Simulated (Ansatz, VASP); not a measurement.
# Ni in VASP and in Ansatz

```xyz
1
Lattice="0.0000 1.6870 1.6870 1.6870 0.0000 1.6870 1.6870 1.6870 0.0000" Properties=species:S:1:pos:R:3 pbc="T T T"
Ni    0.0000    0.0000    0.0000
```

Alike in both runs: task single point; functional PBE; dispersion D4; k mesh 13 × 13 × 13; occupations tetrahedron; collinear spin; Hubbard terms Ni d U = 3.5 eV.

|  | VASP | Ansatz |
| --- | --- | --- |
| version | VASP 6.6.1 | Ansatz 0.2.0 |
| potentials or method | VASP PAW PBE potentials, release 64 (Ni_sv_GW) | Ansatz PAW |
| plane-wave cutoff (eV) | 590 | 420 |
| valence electrons in the cell | 18 | 18 |

Ansatz gave:

- gap on the k mesh at the Fermi level (eV): none
- pressure (GPa): 25.9
- net moment per atom (μB): 0.62
- size of the moment on the site where the two differ most (μB): 0.67

**Question.** What did VASP give for the same quantities?

**Answer.** gap on the k mesh at the Fermi level (eV): none; pressure (GPa): 20.8; net moment per atom (μB): 0.73; size of the moment on the site where the two differ most (μB): 0.80.

The net moments are unlike, so the other rows may belong to different states. Site moments also hang on the region over which each program counts them. The programs project onto different local orbitals, so the same U acts differently, and such runs can settle in different states. A gap of «none» marks a metal or a gap that the smearing closes.

Noted on Ansatz's run: the magnetic or orbital state may not be the lowest.
